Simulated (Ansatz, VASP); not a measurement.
Sr: VASP beside Ansatz

The input INCAR:

```
ALGO     = Normal         # electronic algorithm
EDIFF    = 1E-6           # SCF threshold, eV
ENCUT    = 520            # plane-wave cutoff, eV
GGA      = RE             # functional
ISIF     = 2              # what is computed and relaxed
ISMEAR   = -1             # smearing method
LASPH    = True           # aspherical terms in the spheres
LCHARG   = False          # write CHGCAR
LREAL    = False          # projectors in reciprocal space
LWAVE    = False          # write WAVECAR
NBANDS   = 11             # bands
NELM     = 80             # most SCF steps
PREC     = Accurate       # precision mode
SIGMA    = 0.1            # smearing width, eV
```

File KPOINTS:

```
k-points
0
Gamma
  10 10 10
```

File POSCAR:

```
Sr
1.0
   -2.4572592776      2.4572592776      2.4572592776
    2.4572592776     -2.4572592776      2.4572592776
    2.4572592776      2.4572592776     -2.4572592776
Sr
1
Direct
    0.0000000000      0.0000000000      0.0000000000
```

Input for Ansatz:

```yaml
crystal:
  lattice:
    - [-2.4572592776, 2.4572592776, 2.4572592776]
    - [2.4572592776, -2.4572592776, 2.4572592776]
    - [2.4572592776, 2.4572592776, -2.4572592776]
  atoms:
    - { symbol: Sr, position: [0.0, 0.0, 0.0] }
hamiltonian:
  xc: revpbe
  pseudopotentials:
    kind: paw
    azcp:
      Sr: "pseudopotentials/Sr.paw.azcp"
basis:
  ecutwfc: 420
  fft_grid_basis: typed
kpoints:
  mp_grid: { grid: [10, 10, 10], shift: [0, 0, 0] }
magnetization:
  spin_polarized: false
scf:
  occupations: { method: fermi_dirac, width: 0.1 }
  lower_state_search: "off"
output:
  stress: true
```

Alike in both runs: task single point; functional revPBE; k mesh 10 × 10 × 10; occupations fermi-dirac, width 0.1 eV; no spin polarisation.

|  | VASP | Ansatz |
| --- | --- | --- |
| version | VASP 6.6.1 | Ansatz 0.2.0 |
| potentials or method | VASP PAW PBE potentials, release 64 (Sr_sv), cutoff 520 eV | plane waves (420 eV) with PAW, scalar-relativistic |
| valence electrons in the cell | 10 | 10 |

```tsv
	VASP	Ansatz	Ansatz less VASP
pressure (GPa)	-0.4	-0.4	0.00
```

VASP's potentials were made for PBE, not for revPBE.
